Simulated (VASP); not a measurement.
Crystal: MgI2.

```
Mg I
1.0
     0.00000    3.75572    3.75572
     3.75572    0.00000    3.75572
     3.75572    3.75572    0.00000
Mg I
1 2
Direct
  0.00000 0.00000 0.00000
  0.25000 0.25000 0.25000
  0.75000 0.75000 0.75000
```

Base run:

| Item | Value |
| --- | --- |
| Program | VASP 6.6.1 |
| Functional | PBE |
| Potentials or basis | VASP PAW PBE potentials, release 64 (Mg, I) |
| Cutoff | 520 eV |
| k mesh | 4 × 4 × 4 |
| Occupations | gaussian, width 0.01 eV |
| Spin | no spin polarisation |

Its results: band gap on the k mesh 0.58 eV, indirect (least direct gap 1.06 eV); pressure 0.2 GPa.

**Question.** The run is repeated on the same cell with these changes: functional from PBE to HSE06; further incar settings from ALGO = Normal; EDIFF = 1e-06; NBANDS = 15 to ALGO = Normal; EDIFF = 1e-07; NBANDS = 15. What comes out?

**Answer.** Band gap on the k mesh 1.37 eV, indirect (least direct gap 1.80 eV); pressure -0.6 GPa.

Caveats: spin-orbit coupling is left out, which moves the levels of the heavy elements; the PAW data sets were made with another functional, which shifts forces and pressure a little (some runs).

A k mesh can miss the band edges.
